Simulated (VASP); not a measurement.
# CaS (Fm-3m) in VASP: elastic constants with PBEsol

Aim: the elastic constants of CaS with PBEsol.

Everything below comes from runs of VASP 6.6.1. Logs are shortened: lines on timing, memory, paths and dates and some standing lists are left out, and cuts for length are marked.

## 1. The cell of the first run

It takes space group Fm-3m (No. 225, cubic). The conventional cell has a = 5.534 Å, b = 5.534 Å, c = 5.534 Å, α = 90.00°, β = 90.00°, γ = 90.00°. Ca (site symmetry m-3m) has 6 S at 2.77 Å within 3.6 Å. S (site symmetry m-3m) has 6 Ca at 2.77 Å within 3.6 Å.

## 2. Elastic constants, PBEsol

INCAR reads:

```
SYSTEM = CaS
ALGO = Normal
EDIFF = 1E-8
ENCUT = 500
GGA = PS
GGA_COMPAT = .False.
IBRION = 6
ISIF = 3
ISMEAR = 0
LASPH = .True.
LCHARG = .False.
LREAL = .False.
LWAVE = .False.
NBANDS = 15
NELM = 120
NFREE = 2
NSW = 1
POTIM = 0.015
PREC = Accurate
SIGMA = 0.01
```

KPOINTS reads:

```
k-points
0
Gamma
  8 8 8
  0 0 0
```

POSCAR reads:

```
CaS
1.0
    0.0000000000      2.7670000000      2.7670000000
    2.7670000000      0.0000000000      2.7670000000
    2.7670000000      2.7670000000      0.0000000000
Ca S
1 1
Direct
    0.0000000000      0.0000000000      0.0000000000
    0.5000000000      0.5000000000      0.5000000000
```

Potentials or basis: VASP PAW PBE potentials, release 64 (Ca_sv, S).

Command:

```
$ cat potpaw_PBE.64/Ca_sv/POTCAR potpaw_PBE.64/S/POTCAR > POTCAR
$ mpirun -np 1 vasp_std > vasp.out
```

OUTCAR:

```text
SYSTEM = CaS
   EDIFF = 1E-8
   ENCUT = 500
   GGA = PS
   IBRION = 6
   ISIF = 3
   ISMEAR = 0
   LASPH = .True.
   LREAL = .False.
   NELM = 120
   NFREE = 2
   NSW = 1
   POTIM = 0.015
   PREC = Accurate

 ion  position               nearest neighbor table
   1  0.000  0.000  0.000-   2 2.77   2 2.77   2 2.77   2 2.77   2 2.77   2 2.77
   2  0.500  0.500  0.500-   1 2.77   1 2.77   1 2.77   1 2.77   1 2.77   1 2.77

  LATTYP: Found a face centered cubic cell.
 ALAT       =     5.5340000000

  Lattice vectors:

 A1 = (   0.0000000000,   2.7670000000,   2.7670000000)
 A2 = (   2.7670000000,   0.0000000000,   2.7670000000)
 A3 = (   2.7670000000,   2.7670000000,   0.0000000000)

Analysis of symmetry for initial positions (statically):
=====================================================================
 Subroutine PRICEL returns:
 Original cell was already a primitive cell.

 Routine SETGRP: Setting up the symmetry group for a
 face centered cubic supercell.

 Subroutine GETGRP returns: Found 48 space group operations
 (whereof 48 operations were pure point group operations)
 out of a pool of 48 trial point group operations.

The static configuration has the point symmetry O_h .

Analysis of symmetry for dynamics (positions and initial velocities):
=====================================================================
 Subroutine PRICEL returns:
 Original cell was already a primitive cell.

 Routine SETGRP: Setting up the symmetry group for a
 face centered cubic supercell.

 Subroutine GETGRP returns: Found 48 space group operations
 (whereof 48 operations were pure point group operations)
 out of a pool of 48 trial point group operations.

The dynamic configuration has the point symmetry O_h .

 Subroutine INISYM returns: Found 48 space group operations
[... 765 lines left out ...]
      4     -16.5341      2.00000
      5      -7.3690      2.00000
      6       0.3397      2.00000
      7       1.5852      2.00000
      8       1.9373      2.00000
      9       8.2893      0.00000
     10       8.6546      0.00000
     11       9.9928      0.00000
     12      10.3938      0.00000
     13      10.6688      0.00000
     14      11.6258      0.00000
     15      13.1859      0.00000

 [... further k-points ...]

------------------------ aborting loop because EDIFF is reached ----------------------------------------

  FORCE on cell =-STRESS in cart. coord.  units (eV):
  Direction    XX          YY          ZZ          XY          YZ          ZX
  --------------------------------------------------------------------------------------
  -------------------------------------------------------------------------------------
  Total        1.0372190      1.0307871      1.0307871     -0.0000000      0.0000000      0.0000000
  in kB       39.2214444     38.9782278     38.9782278     -0.0000000      0.0000000      0.0000000
  external PRESSURE =      39.0593000 kB  Pullay stress =       0.0000000 kB
[... 17 lines left out ...]
  FREE ENERGIE OF THE ION-ELECTRON SYSTEM (eV)
  ---------------------------------------------------
  free  energy   TOTEN  =       -10.8859851431 eV

  energy  without entropy=      -10.8859851431  energy(sigma->0) =      -10.88598514

 INTERNAL STRAIN TENSORS FROM STRAINED CELLS
 ============================================

 INTERNAL STRAIN TENSOR FOR ION    1 for displacements in x,y,z  (eV/Angst):
          X           Y           Z          XY          YZ          ZX
  --------------------------------------------------------------------------------
  x     0.00000    -0.00000    -0.00000     0.00000    -0.00000    -0.00000
  y     0.00000    -0.00000     0.00000    -0.00000    -0.00000     0.00000
  z     0.00000     0.00000    -0.00000     0.00000    -0.00000    -0.00000

 INTERNAL STRAIN TENSORS FROM DISPLACED ATOMS
 ============================================

 INTERNAL STRAIN TENSOR FOR ION    1 for displacements in x,y,z  (eV/Angst):
          X           Y           Z          XY          YZ          ZX
  --------------------------------------------------------------------------------
  x     0.00000     0.00000     0.00000     0.00000     0.00000     0.00000
  y     0.00000     0.00000     0.00000     0.00000     0.00000     0.00000
  z     0.00000     0.00000     0.00000     0.00000     0.00000     0.00000

 INTERNAL STRAIN TENSOR FOR ION    2 for displacements in x,y,z  (eV/Angst):
          X           Y           Z          XY          YZ          ZX
  --------------------------------------------------------------------------------
  x     0.00000     0.00000     0.00000     0.00000     0.00000     0.00000
  y     0.00000     0.00000     0.00000     0.00000     0.00000     0.00000
  z     0.00000     0.00000     0.00000     0.00000     0.00000     0.00000

 Eigenvectors and eigenvalues of the dynamical matrix
 ----------------------------------------------------

   1 f  =    7.757758 THz    48.743430 2PiTHz  258.770947 cm-1    32.083494 meV
             X         Y         Z           dx          dy          dz
      0.000000  0.000000  0.000000     0.091655    0.659889   -0.027741
      2.767000  2.767000  2.767000    -0.102436   -0.737510    0.031004
[... 21 lines left out ...]
   6 f/i=    0.001188 THz     0.007462 2PiTHz    0.039613 cm-1     0.004911 meV
             X         Y         Z           dx          dy          dz
      0.000000  0.000000  0.000000    -0.037823    0.103771   -0.737005
      2.767000  2.767000  2.767000    -0.033842    0.092849   -0.659438

--------------------------------------------------------------------------------------------------------

 ELASTIC MODULI CONTR FROM IONIC RELAXATION (kBar)
 Direction    XX          YY          ZZ          XY          YZ          ZX
 --------------------------------------------------------------------------------
 XX           0.0000      0.0000      0.0000      0.0000      0.0000      0.0000
 YY           0.0000      0.0000      0.0000      0.0000      0.0000      0.0000
 ZZ           0.0000      0.0000      0.0000      0.0000      0.0000      0.0000
 XY           0.0000      0.0000      0.0000      0.0000      0.0000      0.0000
 YZ           0.0000      0.0000      0.0000      0.0000      0.0000      0.0000
 ZX           0.0000      0.0000      0.0000      0.0000      0.0000      0.0000
 --------------------------------------------------------------------------------

 TOTAL ELASTIC MODULI (kBar)
 Direction    XX          YY          ZZ          XY          YZ          ZX
 --------------------------------------------------------------------------------
 XX        1753.0284    229.3917    229.3917      0.0000      0.0000     -0.0000
 YY         229.3917   1753.0284    229.3917     -0.0000      0.0000      0.0000
 ZZ         229.3917    229.3917   1753.0284      0.0000     -0.0000      0.0000
 XY           0.0000     -0.0000      0.0000    340.7927      0.0000      0.0000
 YZ           0.0000      0.0000     -0.0000      0.0000    340.7927      0.0000
 ZX          -0.0000      0.0000      0.0000      0.0000      0.0000    340.7927
 --------------------------------------------------------------------------------
```

OSZICAR:

```text
N       E                     dE             d eps       ncg     rms          rms(c)
DAV:   1     0.110984906064E+03    0.11098E+03   -0.74167E+03   870   0.974E+02
[... 208 lines left out ...]
DAV:   8    -0.108859892319E+02   -0.13022E-05   -0.55099E-06  1973   0.126E-02    0.125E-01
DAV:   9    -0.108859907447E+02   -0.15129E-05   -0.23901E-07  2281   0.270E-03    0.144E-01
DAV:  10    -0.108859888760E+02    0.18688E-05   -0.25542E-07  2169   0.267E-03    0.118E-01
DAV:  11    -0.108859856179E+02    0.32581E-05   -0.28052E-06  2148   0.801E-03    0.457E-02
DAV:  12    -0.108859851677E+02    0.45015E-06   -0.96507E-07  2358   0.467E-03    0.773E-03
DAV:  13    -0.108859851430E+02    0.24710E-07   -0.42276E-08  2141   0.111E-03    0.252E-04
DAV:  14    -0.108859851431E+02   -0.11573E-09   -0.44710E-09  1081   0.352E-04
  17 F= -.10885985E+02 E0= -.10885985E+02  d E =-.606388E-90
```

stdout:

```text
POSCAR found type information on POSCAR CaS
 POSCAR found :  2 types and       2 ions
 scaLAPACK will be used
 -----------------------------------------------------------------------------
|                                                                             |
|                                                                             |
|     You enforced a specific xc type in the INCAR file but a different       |
|     I HOPE YOU KNOW WHAT YOU ARE DOING!                                     |
[... 32 lines left out ...]
 Finite differences progress:
 bond charge predicted
 Finite differences progress:
 bond charge predicted
 Finite differences progress:
 bond charge predicted
 Finite differences progress:
 bond charge predicted
 Finite differences progress:
 bond charge predicted
 Finite differences progress:
 bond charge predicted
 Finite differences progress:
```

It took 5.5 min on 1 thread of Intel Xeon 6975P-C (Granite Rapids), shared host; peak memory 0.3 GiB.

Results:

| Item | Value |
| --- | --- |
| Elastic constants C11, C12, C44 | 175, 23, 34 GPa |
| Voigt bulk modulus | 74 GPa |
| Highest phonon frequency at Γ, LO-TO splitting left out | 259 cm⁻¹ |

Phonon frequencies in cm⁻¹ (negative: imaginary):
| q point | frequencies |
| --- | --- |
| (0.000, 0.000, 0.000) | 0 0 0 259 259 259 |

Elastic tensor in Voigt notation (GPa, in the Cartesian axes of the cell as first typed):
```
175  23  23   0   0   0
 23 175  23   0   0   0
 23  23 175   0   0   0
  0   0   0  34   0   0
  0   0   0   0  34   0
  0   0   0   0   0  34
```

Clamped-ion elastic tensor (GPa):
```
175  23  23   0   0   0
 23 175  23   0   0   0
 23  23 175   0   0   0
  0   0   0  34   0   0
  0   0   0   0  34   0
  0   0   0   0   0  34
```

Caveat: the cell is under stress, which shifts elastic constants; the PAW data sets were made with another functional, which shifts forces and pressure a little.
